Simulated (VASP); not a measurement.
# Al in VASP: single point with LDA

Aim: the single point of Al with LDA.

Program: VASP 6.6.1. These are calculated values, not measurements. Logs are shortened: lines on timing, memory, paths and dates and some standing lists are left out, and cuts for length are marked.

### 1 The cell of the first run

The cell holds a slab with vacuum, 12 atoms: a = 4.730 Å, b = 4.730 Å, c = 28.270 Å, α = 90.00°, β = 90.00°, γ = 120.00°.

### 2 Single point, LDA

The input, INCAR:

```
SYSTEM = Al
  PREC = Accurate
  ENCUT = 400
  EDIFF = 1E-6
  ISMEAR = 1
  SIGMA = 0.1
  LREAL = .False.
  LASPH = .True.
  NELM = 120
  ALGO = Normal
  ISIF = 2
  LWAVE = .False.
  LCHARG = .False.
  LDIPOL = .True.
  IDIPOL = 3
  DIPOL = 0.5 0.5 0.653
  GGA = CA
  NBANDS = 30
  GGA_COMPAT = .False.
  NELMDL = -8
```

The input, KPOINTS:

```
Automatic mesh
0
Gamma
  9 9 1
  0 0 0
```

The input, POSCAR:

```
Al
1.0
    4.7299075256      0.0000000000      0.0000000000
   -2.3649537628      4.0962200449      0.0000000000
    0.0000000000      0.0000000000     28.2699989928
Al
12
Direct
    0.4888527333      0.5346614995      0.5360006907
    0.8139522053      0.2013815158      0.5273118572
    0.1249894561      0.8589082092      0.5161973754
    0.8324785403      0.5345778126      0.6099461999
    0.1546477159      0.1948376366      0.6129951319
    0.4895502789      0.8710726314      0.6107592106
    0.1632168871      0.5433852441      0.6955773440
    0.4974291245      0.2091302584      0.6956612068
    0.8283593947      0.8741296176      0.6959934166
    0.4914143025      0.5379119885      0.7797722957
    0.8257387695      0.2052205639      0.7798177516
    0.1588671749      0.8723464197      0.7799681577
```

Potentials or basis: VASP PAW LDA potentials, release 64 (Al).

Command:

```
cat potpaw_LDA.64/Al/POTCAR > POTCAR
mpirun -np 1 vasp_std > vasp.out
```

OUTCAR:

```text
SYSTEM = Al
   PREC = Accurate
   ENCUT = 400
   EDIFF = 1E-6
   ISMEAR = 1
   LREAL = .False.
   LASPH = .True.
   NELM = 120
   ISIF = 2
   GGA = CA
   NELMDL = -8

 ion  position               nearest neighbor table
   1  0.489  0.535  0.536-   6 2.64   4 2.65   3 2.67   5 2.70   2 2.71   2 2.74   2 2.78   3 2.83
                             3 2.88
   2  0.814  0.201  0.527-   3 2.70   1 2.71   3 2.71   1 2.74   1 2.78   4 2.79   6 2.82   3 2.84
                             5 2.92
   3  0.125  0.859  0.516-   1 2.67   2 2.70   2 2.71   1 2.83   2 2.84   1 2.88   4 3.03   5 3.13
                             6 3.17
   4  0.832  0.535  0.610-   1 2.65   6 2.69   5 2.71   5 2.71   6 2.72   5 2.78   6 2.78   2 2.79
                             7 2.87   8 2.88   9 2.92   3 3.03
   5  0.155  0.195  0.613-   1 2.70   6 2.70   4 2.71   4 2.71   6 2.73   6 2.77   4 2.78   9 2.80
                             8 2.83   7 2.85   2 2.92   3 3.13
   6  0.490  0.871  0.611-   1 2.64   4 2.69   5 2.70   4 2.72   5 2.73   5 2.77   4 2.78   2 2.82
                             7 2.85   8 2.87   9 2.89   3 3.17
   7  0.163  0.543  0.696-   9 2.72   9 2.73   8 2.73   8 2.73   8 2.74   9 2.74   5 2.85  10 2.85
                             6 2.85  12 2.85  11 2.87   4 2.87
   8  0.497  0.209  0.696-   9 2.72   7 2.73   7 2.73   9 2.73   7 2.74   9 2.74   5 2.83  11 2.85
                            10 2.85  12 2.87   6 2.87   4 2.88
   9  0.828  0.874  0.696-   8 2.72   7 2.72   7 2.73   8 2.73   8 2.74   7 2.74   5 2.80  11 2.84
                            12 2.84  10 2.85   6 2.89   4 2.92
  10  0.491  0.538  0.780-  12 2.73  11 2.73  12 2.73  11 2.73  11 2.73  12 2.73   7 2.85   8 2.85
                             9 2.85
  11  0.826  0.205  0.780-  10 2.73  12 2.73  12 2.73  10 2.73  12 2.73  10 2.73   9 2.84   8 2.85
                             7 2.87
  12  0.159  0.872  0.780-  10 2.73  11 2.73  11 2.73  10 2.73  11 2.73  10 2.73   9 2.84   7 2.85
                             8 2.87

  LATTYP: Found a hexagonal cell.
 ALAT       =     4.7299075256
 C/A-ratio  =     5.9768608244

  Lattice vectors:

 A1 = (   4.7299075256,   0.0000000000,   0.0000000000)
 A2 = (  -2.3649537628,   4.0962200449,   0.0000000000)
 A3 = (   0.0000000000,   0.0000000000,  28.2699989928)

Analysis of symmetry for initial positions (statically):
=====================================================================
 Subroutine PRICEL returns:
 Original cell was already a primitive cell.

 Routine SETGRP: Setting up the symmetry group for a
 hexagonal supercell.

 Subroutine GETGRP returns: Found  1 space group operations
 (whereof  1 operations were pure point group operations)
 out of a pool of 24 trial point group operations.
[... 157 lines left out ...]
  Fermi-wavevector in a.u.,A,eV,Ry     =   0.660676  1.248496  5.938842  0.436493
  Thomas-Fermi vector in A             =   1.733198
   LORBIT       =      0    0 simple, 1 ext, 2 COOP (PROOUT), +10 PAW based schemes
   GGA     = CA    functional components
   LHFCALC =     F    Hartree Fock is set to
   AEXX    =    0.0000 exact exchange contribution
   IVDW    =     0    specifies the selected vdW correction
   LEPSILON=     F    determine dielectric tensor
   LRPA    =     F    only Hartree local field effects (RPA)
 non-spin polarized calculation
 Methfessel and Paxton  Order N= 1 SIGMA  =   0.10
  energy-cutoff  :      400.00
  volume of cell :      547.72
 maximum number of plane-waves:      9999
   NGX = 15   NGY = 15   NGZ = 93

 dipolmoment           0.000000      0.000000      0.000308 electrons x Angstroem

 number of electron      36.0000000 magnetization

 dipolmoment           0.000000      0.000000     -0.003206 electrons x Angstroem

 Free energy of the ion-electron system (eV)
  ---------------------------------------------------
  ext. energy  EPLUGINS =         0.00000000
  ---------------------------------------------------
  free energy    TOTEN  =       -47.52112776 eV

  energy without entropy =      -47.52200248  energy(sigma->0) =      -47.52141933

 E-fermi :   0.1140     XC(G=0):  -4.2768

 val. band max:        0.1060194205   @ k =  -0.2222   0.4444   0.0000
 cond. band min:       0.1313427184   @ k =   0.3333   0.3333   0.0000
 fundamental gap:      0.0253232979
 Fermi energy:         0.1139880840

 k-point     1 :       0.0000    0.0000    0.0000
  band No.  band energies     occupation
      1     -11.1169      2.00000
      2     -10.0995      2.00000
      3      -8.4928      2.00000
      4      -6.4597      2.00000
      5      -3.8826      2.00000
      6      -2.8304      2.00000
[... 781 lines left out ...]
     29       4.2120      0.00000
     30       4.3656      0.00000

 [... further k-points ...]

------------------------ aborting loop because EDIFF is reached ----------------------------------------

 vacuum level on the upper side and lower side of the slab       (xc-potential included)        -0.097        -0.070

  FORCE on cell =-STRESS in cart. coord.  units (eV):
  Direction    XX          YY          ZZ          XY          YZ          ZX
  --------------------------------------------------------------------------------------
  -------------------------------------------------------------------------------------
  Total        2.8192625      2.5152595      0.8719503     -0.1005606      0.0128287     -0.2903753
  in kB        8.2467795      7.3575236      2.5505896     -0.2941552      0.0375261     -0.8493926
  external PRESSURE =       6.0516309 kB  Pullay stress =       0.0000000 kB

 VOLUME and BASIS-vectors are now :
 -----------------------------------------------------------------------------
  energy-cutoff  :      400.00
  volume of cell :      547.72
      direct lattice vectors                 reciprocal lattice vectors
     4.729907526  0.000000000  0.000000000     0.211420624  0.122063755  0.000000000
    -2.364953763  4.096220045  0.000000000     0.000000000  0.244127510  0.000000000
     0.000000000  0.000000000 28.269998993     0.000000000  0.000000000  0.035373188

 POSITION                                       TOTAL-FORCE (eV/Angst)
 -----------------------------------------------------------------------------------
      1.04778      2.19009     15.15274        -0.388865     -0.136340     -0.797940
      3.37366      0.82490     14.90711        -0.029792     -0.121809     -0.070643
     -1.44009      3.51828     14.59290         0.451386      0.178624      0.394788
      2.67329      2.18975     17.24318         0.032669      0.091401      0.235994
      0.27069      0.79810     17.32937        -0.005583     -0.034006     -0.005932
      0.25548      3.56811     17.26616        -0.054553      0.076618      0.236213
     -0.51308      2.22583     19.66397         0.001732     -0.040132      0.004896
      1.85821      0.85664     19.66634        -0.024473     -0.020826      0.004526
      1.85079      3.58063     19.67573         0.001645     -0.014417     -0.038360
      1.05221      2.20341     22.04416        -0.001984      0.004905      0.007515
      3.42033      0.84063     22.04545         0.001800      0.004351      0.005761
     -1.31163      3.57332     22.04970         0.016016      0.011631      0.023181
 -----------------------------------------------------------------------------------
    total drift:                                0.000073      0.000001      0.000068

  FREE ENERGIE OF THE ION-ELECTRON SYSTEM (eV)
  ---------------------------------------------------
  free  energy   TOTEN  =       -47.5211277568 eV

  energy  without entropy=      -47.5220024802  energy(sigma->0) =      -47.52141933

 vacuum level on the upper side and lower side of the slab         4.267         4.294
```

OSZICAR:

```text
N       E                     dE             d eps       ncg     rms          rms(c)
DAV:   1     0.108785821525E+03    0.10879E+03   -0.96669E+03  2460   0.695E+02
DAV:   2    -0.420750340220E+02   -0.15086E+03   -0.14441E+03  3418   0.141E+02
DAV:   3    -0.494270946929E+02   -0.73521E+01   -0.71515E+01  2998   0.311E+01
[... 22 lines left out ...]
DAV:  26    -0.475211217690E+02   -0.47243E-05   -0.26493E-07  2368   0.140E-03    0.218E-04
DAV:  27    -0.475211250143E+02   -0.32452E-05   -0.18821E-07  2220   0.984E-04    0.177E-04
DAV:  28    -0.475211264033E+02   -0.13890E-05   -0.26984E-08  2142   0.571E-04    0.143E-04
DAV:  29    -0.475211276038E+02   -0.12005E-05   -0.20796E-08  1932   0.471E-04    0.855E-05
DAV:  30    -0.475211277568E+02   -0.15301E-06   -0.54502E-09  1800   0.329E-04
   1 F= -.47521128E+02 E0= -.47521419E+02  d E =0.874723E-03
```

Wall time 22 min (1 thread of Oxide Virtual Turin-like, shared host); peak memory 0.5 GiB.

What came out:

```
Free energy            : -47.5211 eV
Largest force          : 0.898 eV/Å
Band gap on the k mesh : zero (bands 18 and 19 overlap by 1.42 eV)
```

Forces in eV/Å, atoms in the order of the input:
```
Al  -0.389 -0.136 -0.798
Al  -0.030 -0.122 -0.071
Al   0.451  0.179  0.395
Al   0.033  0.091  0.236
Al  -0.006 -0.034 -0.006
Al  -0.055  0.077  0.236
Al   0.002 -0.040  0.005
Al  -0.024 -0.021  0.005
Al   0.002 -0.014 -0.038
Al  -0.002  0.005  0.008
Al   0.002  0.004  0.006
Al   0.016  0.012  0.023
```

Levels at points of the mesh, in eV from the Fermi level:
| k point | band 16 | band 17 | band 18 | band 19 | band 20 | band 21 |
| --- | --- | --- | --- | --- | --- | --- |
| (0.00, 0.00, 0.00) | -1.73 | -1.61 | -1.16 | -0.62 | -0.58 | -0.54 |

The gap in the log of VASP goes by the Fermi energy; the results here count the filled bands.